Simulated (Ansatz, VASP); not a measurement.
# MgO in VASP and in Ansatz

The input POSCAR:

```
MgO
1.0
    0.0000000000      2.1809377609      2.1021086852
    2.1021086852      0.0000000000      2.1021086852
    2.1021086852      2.1809377609      0.0000000000
Mg O
1 1
Direct
    0.0000000000      0.0000000000      0.0000000000
    0.5000000000      0.5000000000      0.5000000000
```

File INCAR.step1:

```
SYSTEM = MgO
PREC = Accurate ; ENCUT = 520
ISMEAR = 0 ; SIGMA = 0.05
LREAL = .False. ; LASPH = .True.
NELM = 80 ; NBANDS = 11
GGA = PE ; ALGO = Normal
EDIFF = 1E-4 ; LWAVE = .True.
LCHARG = .False.
```

INCAR.step2

```
SYSTEM = MgO
PREC = Accurate ; ENCUT = 520
EDIFF = 1E-6 ; ISMEAR = 0
SIGMA = 0.05 ; LREAL = .False.
LASPH = .True. ; NELM = 80
ALGO = Normal ; ISIF = 2
LWAVE = .False. ; LCHARG = .False.
METAGGA = R2SCAN ; LMIXTAU = .True.
NBANDS = 11 ; ISTART = 1
```

File KPOINTS:

```
Automatic mesh
0
Gamma
  10 10 10
  0 0 0
```

Input for Ansatz:

```yaml
crystal:
  lattice:
    - [0.0, 2.1809377609, 2.1021086852]
    - [2.1021086852, 0.0, 2.1021086852]
    - [2.1021086852, 2.1809377609, 0.0]
  atoms:
    - { symbol: Mg, position: [0.0, 0.0, 0.0] }
    - { symbol: O, position: [0.5, 0.5, 0.5] }
basis:
  ecutwfc: 500
kpoints:
  mp_grid: { grid: [10, 10, 10] }
hamiltonian:
  xc: r2scan
scf:
  occupations: { method: gaussian, width: 0.05 }
output:
  forces: true
  stress: true
  eigenvalues: true
```

Change from the starting cell: strain +0.0375 x Voigt [0, 1, 0, 0, 0, 0], atoms carried along.

Alike in both runs: task single point; functional r2SCAN; k mesh 10 × 10 × 10; occupations gaussian, width 0.05 eV; no spin polarisation.

|  | VASP | Ansatz |
| --- | --- | --- |
| version | VASP 6.6.1 | Ansatz 0.2.0 |
| potentials or method | VASP PAW PBE potentials, release 64 (Mg, O), cutoff 520 eV | scalar-relativistic, plane waves, PAW |
| valence electrons in the cell | 8 | 16 |

|  | VASP | Ansatz | Ansatz less VASP |
| --- | --- | --- | --- |
| gap on the k mesh at the Fermi level (eV) | 5.24 | 5.26 | +0.026 |
| least direct gap on the mesh (eV) | 5.24 | 5.26 | +0.026 |
| pressure (GPa) | -6.4 | -5.3 | +1.12 |
| traceless stress, the component that is largest in VASP (GPa) | -3.94 | -3.99 | -0.044 |

VASP's potentials were made for PBE, not for r2SCAN. VASP's potentials hold 8 valence electrons a cell and Ansatz's 16, so a difference there can come from the potentials and not from the codes.
